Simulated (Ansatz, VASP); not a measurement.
# MgO in VASP and in Ansatz

```
CELL_PARAMETERS angstrom
2.62233 0.00000 0.00000
0.00000 2.62233 0.00000
0.00000 0.00000 2.62233
ATOMIC_POSITIONS crystal
Mg 0.00000 0.00000 0.00000
O 0.50000 0.50000 0.50000
```

Alike in both runs: functional r2SCAN; k mesh 6 × 6 × 6; occupations gaussian, width 0.1 eV; no spin polarisation.

Ansatz relaxed the structure, and its values are those at the end. VASP's run is a single point on that final structure, the one shown.

|  | VASP | Ansatz |
| --- | --- | --- |
| version | VASP 6.6.1 | Ansatz 0.2.0 |
| potentials or method | VASP PAW PBE potentials, release 64 (Mg, O), cutoff 520 eV | scalar-relativistic, plane waves, PAW |
| valence electrons in the cell | 8 | 16 |

```tsv
	VASP	Ansatz	Ansatz less VASP
gap on the k mesh at the Fermi level (eV)	3.46	3.50	+0.040
least direct gap on the mesh (eV)	4.52	4.56	+0.036
pressure (GPa)	-1.0	0.2	+1.21
```

VASP's potentials were made for PBE, not for r2SCAN. The functional is the same, so the differences come from potentials, cutoffs and numerics. VASP's potentials hold 8 valence electrons a cell and Ansatz's 16, so a difference there can come from the potentials and not from the codes.
